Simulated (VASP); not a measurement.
# SnO in VASP: single point with PBE+D3(BJ)

Aim: the single point of SnO with PBE+D3(BJ).

All numbers are computed with VASP 6.6.1; they aren't measurements. Logs are shortened: lines on timing, memory, paths and dates and some standing lists are left out, and cuts for length are marked.

### 1 The cell of the first run

The cell holds a slab with vacuum, 8 atoms: a = 3.820 Å, b = 3.820 Å, c = 22.226 Å, α = 90.00°, β = 90.00°, γ = 90.00°.

### 2 Single point, PBE+D3(BJ)

File INCAR:

```
  PREC = Accurate
  ENCUT = 520
  EDIFF = 1E-6
  ISMEAR = 0
  SIGMA = 0.05
  LREAL = False
  LASPH = True
  NELM = 60
  ALGO = Normal
  ISIF = 2
  LWAVE = False
  LCHARG = False
  LDIPOL = True
  IDIPOL = 3
  DIPOL = 0.5 0.5 0.399
  GGA = PE
  IVDW = 12
  NBANDS = 50
```

File KPOINTS:

```
regular mesh
0
Gamma
  7 7 1
```

File POSCAR:

```
SnO
1.0
    3.8201711355      0.0000000000      0.0000000000
    0.0000000000      3.8201711355      0.0000000000
    0.0000000000      0.0000000000     22.2260714393
Sn O
4 4
Direct
    0.5000000000      0.0000000000      0.2024649301
    0.0000000000      0.5000000000      0.3087831216
    0.0000000000      0.5000000000      0.4887519483
    0.5000000000      0.0000000000      0.5950701398
    0.0000000000      0.0000000000      0.2556240258
    0.5000000000      0.5000000000      0.2556240258
    0.5000000000      0.5000000000      0.5419110441
    0.0000000000      0.0000000000      0.5419110441
```

Potentials or basis: VASP PAW PBE potentials, release 64 (Sn_d, O).

The run is started by

```
$ cat potpaw_PBE.64/Sn_d/POTCAR potpaw_PBE.64/O/POTCAR > POTCAR
$ mpirun -np 1 vasp_std > vasp.out
```

OUTCAR:

```text
PREC = Accurate
   ENCUT = 520
   EDIFF = 1E-6
   ISMEAR = 0
   LREAL = False
   LASPH = True
   NELM = 60
   ISIF = 2
   GGA = PE
   IVDW = 12
 IVDW          = 12

 ion  position               nearest neighbor table
   1  0.500  0.000  0.202-   5 2.25   6 2.25   6 2.25   5 2.25   2 3.59   2 3.59   2 3.59   2 3.59

   2  0.000  0.500  0.309-   5 2.25   6 2.25   5 2.25   6 2.25   1 3.59   1 3.59   1 3.59   1 3.59

   3  0.000  0.500  0.489-   7 2.25   8 2.25   8 2.25   7 2.25   4 3.59   4 3.59   4 3.59   4 3.59

   4  0.500  0.000  0.595-   7 2.25   8 2.25   7 2.25   8 2.25   3 3.59   3 3.59   3 3.59   3 3.59

   5  0.000  0.000  0.256-   1 2.25   1 2.25   2 2.25   2 2.25
   6  0.500  0.500  0.256-   1 2.25   1 2.25   2 2.25   2 2.25
   7  0.500  0.500  0.542-   4 2.25   4 2.25   3 2.25   3 2.25
   8  0.000  0.000  0.542-   4 2.25   4 2.25   3 2.25   3 2.25

  LATTYP: Found a simple tetragonal cell.
 ALAT       =     3.8201711355
 C/A-ratio  =     5.8180826594

  Lattice vectors:

 A1 = (   3.8201711355,   0.0000000000,   0.0000000000)
 A2 = (   0.0000000000,   3.8201711355,   0.0000000000)
 A3 = (   0.0000000000,   0.0000000000,  22.2260714393)

Analysis of symmetry for initial positions (statically):
=====================================================================
 Subroutine PRICEL returns:
 Original cell was already a primitive cell.

 Routine SETGRP: Setting up the symmetry group for a
 simple tetragonal supercell.

 Subroutine GETGRP returns: Found 16 space group operations
 (whereof  4 operations were pure point group operations)
 out of a pool of 16 trial point group operations.

The static configuration has the point symmetry C_2v.
 The point group associated with its full space group is D_4h.

Analysis of symmetry for dynamics (positions and initial velocities):
=====================================================================
 Subroutine PRICEL returns:
 Original cell was already a primitive cell.

 Routine SETGRP: Setting up the symmetry group for a
 simple tetragonal supercell.

 Subroutine GETGRP returns: Found 16 space group operations
 (whereof  4 operations were pure point group operations)
 out of a pool of 16 trial point group operations.

The dynamic configuration has the point symmetry C_2v.
 The point group associated with its full space group is D_4h.

 Subroutine INISYM returns: Found 16 space group operations
 (whereof  4 operations are pure point group operations),
 and found     1 'primitive' translations

----------------------------------------------------------------------------------------

                                     Primitive cell

  volume of cell :     324.3608

  direct lattice vectors                    reciprocal lattice vectors
     3.820171135  0.000000000  0.000000000     0.261768378  0.000000000  0.000000000
     0.000000000  3.820171135  0.000000000     0.000000000  0.261768378  0.000000000
     0.000000000  0.000000000 22.226071439     0.000000000  0.000000000  0.044992207

  length of vectors
     3.820171135  3.820171135 22.226071439     0.261768378  0.261768378  0.044992207

  position of ions in fractional coordinates (direct lattice)
     0.500000000  0.000000000  0.202464930
     0.000000000  0.500000000  0.308783122
     0.000000000  0.500000000  0.488751948
     0.500000000  0.000000000  0.595070140
     0.000000000  0.000000000  0.255624026
     0.500000000  0.500000000  0.255624026
     0.500000000  0.500000000  0.541911044
     0.000000000  0.000000000  0.541911044

  ion indices of the primitive-cell ions
   primitive index   ion index
                 1           1
                 2           2
                 3           3
                 4           4
                 5           5
                 6           6
                 7           7
                 8           8

----------------------------------------------------------------------------------------

 KPOINTS: regular mesh

Automatic generation of k-mesh.
 Grid dimensions read from file:
 generate k-points for:    7    7    1

 Generating k-lattice:

  Cartesian coordinates                     Fractional coordinates (reciprocal lattice)
     0.037395483  0.000000000  0.000000000     0.142857143  0.000000000  0.000000000
     0.000000000  0.037395483  0.000000000     0.000000000  0.142857143  0.000000000
     0.000000000  0.000000000  0.044992207     0.000000000  0.000000000  1.000000000

  Length of vectors
     0.037395483  0.037395483  0.044992207

  Shift w.r.t. Gamma in fractional coordinates (k-lattice)
     0.000000000  0.000000000  0.000000000

 Subroutine IBZKPT returns following result:
 ===========================================

 Found     10 irreducible k-points:

 Following reciprocal coordinates:
            Coordinates               Weight
  0.000000  0.000000  0.000000      1.000000
  0.142857  0.000000  0.000000      4.000000
  0.285714  0.000000  0.000000      4.000000
  0.428571  0.000000  0.000000      4.000000
  0.142857  0.142857  0.000000      4.000000
  0.285714  0.142857  0.000000      8.000000
  0.428571  0.142857  0.000000      8.000000
  0.285714  0.285714  0.000000      4.000000
  0.428571  0.285714  0.000000      8.000000
  0.428571  0.428571  0.000000      4.000000
   k-points           NKPTS =     10   k-points in BZ     NKDIM =     10   number of bands    NBANDS=     50
   number of dos      NEDOS =    301   number of ions     NIONS =      8
   total plane-waves  NPLWV = 131712
   dimension x,y,z NGX =    28 NGY =   28 NGZ =  168
   dimension x,y,z NGXF=    56 NGYF=   56 NGZF=  336
   ions per type =               4   4
   NGX,Y,Z   is equivalent  to a cutoff of  12.19, 12.19, 12.57 a.u.
   NGXF,Y,Z  is equivalent  to a cutoff of  24.37, 24.37, 25.13 a.u.
 SYSTEM =  unknown system
   PREC   = accura    normal or accurate (medium, high low for compatibility)
   ISTART =      0    job   : 0-new  1-cont  2-samecut
   ICHARG =      2    charge: 1-file 2-atom 10-const
   ISPIN  =      1    spin polarized calculation?
   LNONCOLLINEAR =      F non collinear calculations
   LSORBIT =      F    spin-orbit coupling
   LASPH  =      T    aspherical Exc in radial PAW
   ENCUT  =  520.0 eV  38.22 Ry    6.18 a.u.   7.10  7.10 41.33*2*pi/ulx,y,z
   NELM   =     60;   NELMIN=  2; NELMDL= -5     # of ELM steps
   EDIFF  = 0.1E-05   stopping-criterion for ELM
   LREAL  =      F    real-space projection
   EDIFFG = 0.1E-04   stopping-criterion for IOM
   NSW    =      0    number of steps for IOM
   IBRION =     -1    ionic relax: 0-MD 1-quasi-New 2-CG
   NFREE  =      0    steps in history (QN), initial steepest desc. (CG)
   ISIF   =      2    stress and relaxation
   ISYM   =      2    0-nonsym 1-usesym 2-fastsym
   POTIM  = 0.5000    time-step for ionic-motion
   TEBEG  =    0.0;   TEEND  =   0.0 temperature during run
   PSTRESS=    0.0 pullay stress
   NELECT =      80.0000    total number of electrons
   NUPDOWN=      -1.0000    fix difference up-down
   EMIN   =  10.00;   EMAX   =-10.00  energy-range for DOS
   EFERMI =   0.00;   METHOD = LEGACY
   ISMEAR =     0;   SIGMA  =   0.05  broadening in eV -4-tet -1-fermi 0-gaus
   EFERMI_NEDOS =   21; number of points for ismear=-14 and -15
   IALGO  =     38    algorithm
   IMIX   =      4    mixing-type and parameters
     AMIX     =   0.40;   BMIX     =  1.00
     AMIX_MAG =   1.60;   BMIX_MAG =  1.00
  volume/ion in A,a.u.               =      40.55       273.61
  Fermi-wavevector in a.u.,A,eV,Ry     =   1.026665  1.940115 14.341096  1.054041
  Thomas-Fermi vector in A             =   2.160570
   LORBIT       =      0    0 simple, 1 ext, 2 COOP (PROOUT), +10 PAW based schemes
   GGA     = PE    functional components
   LHFCALC =     F    Hartree Fock is set to
   AEXX    =    0.0000 exact exchange contribution
   IVDW    =    12    specifies the selected vdW correction
   LEPSILON=     F    determine dielectric tensor
   LRPA    =     F    only Hartree local field effects (RPA)
 non-spin polarized calculation
 Gauss-broadening in eV      SIGMA  =   0.05
  energy-cutoff  :      520.00
  volume of cell :      324.36
 maximum number of plane-waves:      8769
   NGX = 15   NGY = 15   NGZ = 83

 dipolmoment           0.000000      0.000000     -0.000001 electrons x Angstroem

 number of electron      79.9999971 magnetization

 dipolmoment           0.000000      0.000000      0.000000 electrons x Angstroem

 Free energy of the ion-electron system (eV)
  ---------------------------------------------------
  ext. energy  EPLUGINS =         0.00000000
  ---------------------------------------------------
  free energy    TOTEN  =       -45.07238162 eV

  energy without entropy =      -45.07238162  energy(sigma->0) =      -45.07238162

 E-fermi :   0.1847     XC(G=0):  -5.2830

 val. band max:       -0.0942154108   @ k =   0.1429   0.1429   0.0000
 cond. band min:       2.1193131483   @ k =   0.4286   0.0000   0.0000
 fundamental gap:      2.2135285591
 Fermi energy:         0.1847140605

 k-point     1 :       0.0000    0.0000    0.0000
  band No.  band energies     occupation
      1     -21.0327      2.00000
      2     -21.0326      2.00000
      3     -20.6723      2.00000
      4     -20.6721      2.00000
      5     -20.6368      2.00000
      6     -20.6368      2.00000
[... 42 lines left out ...]
     49       5.2637      0.00000
     50       5.2637      0.00000

 k-point     2 :       0.1429    0.0000    0.0000
  band No.  band energies     occupation
      1     -21.0239      2.00000
      2     -21.0236      2.00000
      3     -20.6732      2.00000
      4     -20.6728      2.00000
      5     -20.6383      2.00000
      6     -20.6369      2.00000
[... 416 lines left out ...]
 k-point    10 :       0.4286    0.4286    0.0000
  band No.  band energies     occupation
      1     -20.9751      2.00000
      2     -20.9740      2.00000
      3     -20.9613      2.00000
      4     -20.9601      2.00000
      5     -20.6391      2.00000
      6     -20.6387      2.00000
[... 42 lines left out ...]
     49       5.8011      0.00000
     50       5.9956      0.00000

------------------------ aborting loop because EDIFF is reached ----------------------------------------

 vacuum level on the upper side and lower side of the slab       (xc-potential included)        -0.143        -0.143

 Edisp (eV)   -1.25332

 E8    (eV) :    -0.5537

  FORCE on cell =-STRESS in cart. coord.  units (eV):
  Direction    XX          YY          ZZ          XY          YZ          ZX
  --------------------------------------------------------------------------------------
  -------------------------------------------------------------------------------------
  Total       0.35219     0.35219     1.02721     0.00000    -0.00000    -0.00000
  in kB       1.73963     1.73963     5.07390     0.00000    -0.00000    -0.00000
  external pressure =        2.85 kB  Pullay stress =        0.00 kB

 VOLUME and BASIS-vectors are now :
 -----------------------------------------------------------------------------
  energy-cutoff  :      520.00
  volume of cell :      324.36
      direct lattice vectors                 reciprocal lattice vectors
     3.820171135  0.000000000  0.000000000     0.261768378  0.000000000  0.000000000
     0.000000000  3.820171135  0.000000000     0.000000000  0.261768378  0.000000000
     0.000000000  0.000000000 22.226071439     0.000000000  0.000000000  0.044992207

 POSITION                                       TOTAL-FORCE (eV/Angst)
 -----------------------------------------------------------------------------------
      1.91009      0.00000      4.50000        -0.000000     -0.000000     -0.083829
      0.00000      1.91009      6.86304        -0.000000     -0.000000     -0.085284
      0.00000      1.91009     10.86304        -0.000000      0.000000      0.085284
      1.91009      0.00000     13.22607        -0.000000     -0.000000      0.083829
      0.00000      0.00000      5.68152         0.000000     -0.000000     -0.008579
      1.91009      1.91009      5.68152        -0.000000     -0.000000     -0.008579
      1.91009      1.91009     12.04455        -0.000000      0.000000      0.008579
      0.00000      0.00000     12.04455         0.000000     -0.000000      0.008579
 -----------------------------------------------------------------------------------
    total drift:                                0.000000      0.000000      0.000003

  FREE ENERGIE OF THE ION-ELECTRON SYSTEM (eV)
  ---------------------------------------------------
  free  energy   TOTEN  =       -46.3257040803 eV

  energy  without entropy=      -46.3257040803  energy(sigma->0) =      -46.32570408

 vacuum level on the upper side and lower side of the slab         4.834         4.833
```

It took 3.1 min on 1 thread of Intel Xeon Platinum 8488C (Sapphire Rapids), shared host; peak memory 0.4 GiB.

Results:

- Free energy: -46.3257 eV
- Largest force: 0.085 eV/Å
- Band gap on the k mesh: 2.21 eV (least direct gap 2.46 eV)
- Dispersion energy per atom: -0.157 eV

Forces in eV/Å, atoms in the order of the input:
```
Sn   0.000  0.000 -0.084
Sn   0.000  0.000 -0.085
Sn   0.000  0.000  0.085
Sn   0.000  0.000  0.084
O    0.000  0.000 -0.009
O    0.000  0.000 -0.009
O    0.000  0.000  0.009
O    0.000  0.000  0.009
```

Caveat: spin-orbit coupling is left out, which moves the levels of the heavy elements.
